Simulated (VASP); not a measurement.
Write the native input for VASP 6.6.1 that does the following.

| Property | Result |
| --- | --- |
| Task | single point |
| Functional | PBE |
| Potentials or basis | VASP PAW PBE potentials, release 64 (Fe, S) |
| Cutoff | 600 eV |
| k mesh | 4 × 4 × 6 |
| Occupations | methfessel-paxton, width 0.001 eV |
| Spin | no spin polarisation |
| Dipole correction | no |
| Further INCAR settings | ALGO = Normal; EDIFF = 1e-06; NBANDS = 29 |

The structure of FeS2 lies in POSCAR:

```
FeS2
1.0
    4.4308093927      0.0000000000      0.0000000000
    0.0000000000      5.4005595620      0.0000000000
    0.0000000000      0.0000000000      3.3792367813
Fe S
2 4
Direct
    0.5000000000      0.5000000000      0.5000000000
    0.0000000000      0.0000000000      0.0000000000
    0.2990463069      0.8778422770      0.5000000000
    0.7009536931      0.1221577230      0.5000000000
    0.2009536931      0.3778422770      0.0000000000
    0.7990463069      0.6221577230      0.0000000000
```

These files were run (other wordings do the same):

INCAR

```
PREC = Accurate
ENCUT = 600
EDIFF = 1E-6
ISMEAR = 1
SIGMA = 0.001
LREAL = False
LASPH = True
NELM = 120
ALGO = Normal
ISIF = 2
LWAVE = False
LCHARG = True
GGA = PE
LELF = True
LVHAR = True
NBANDS = 29
GGA_COMPAT = False
```

KPOINTS

```
Automatic mesh
0
Gamma
  4 4 6
```

Potentials or basis: VASP PAW PBE potentials, release 64 (Fe, S).

Launch:

```console
$ cat potpaw_PBE.64/Fe/POTCAR potpaw_PBE.64/S/POTCAR > POTCAR
$ mpirun -np 1 vasp_std > vasp.out
```

Results of the run:

| Item | Value |
| --- | --- |
| Pressure | 0.9 GPa |
| Largest force | 0.250 eV/Å |
| Band gap on the k mesh | 0.92 eV (least direct gap 1.19 eV) |

Run time: 2.2 min on 1 thread of Intel Xeon 8259CL (shared host), peak memory 0.25 GiB.
